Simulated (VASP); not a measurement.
Input of a VASP 6.6.1 run:

The input INCAR:

```
SYSTEM = HfN
PREC = Accurate
ENCUT = 520
EDIFF = 1E-6
ISMEAR = -1
SIGMA = 0.03
LREAL = .FALSE.
LASPH = .TRUE.
NELM = 80
ALGO = Normal
ISIF = 2
LWAVE = .FALSE.
LCHARG = .FALSE.
GGA = PE
NBANDS = 14
```

File KPOINTS:

```
regular mesh
0
G
  10 10 10
  0 0 0
```

The input POSCAR:

```
HfN
1.0
    0.0000000000      2.2739607009      2.2739607009
    2.2739607009      0.0000000000      2.2739607009
    2.2739607009      2.2739607009      0.0000000000
Hf N
1 1
Direct
    0.0000000000      0.0000000000      0.0000000000
    0.5000000000      0.5000000000      0.5000000000
```

Potentials or basis: VASP PAW PBE potentials, release 64 (Hf_pv, N).

The run is started by

```console
$ cat potpaw_PBE.64/Hf_pv/POTCAR potpaw_PBE.64/N/POTCAR > POTCAR
$ mpirun -np 1 vasp_std > vasp.out
```

Question: Predict the pressure.

Answer: -2.3 GPa.
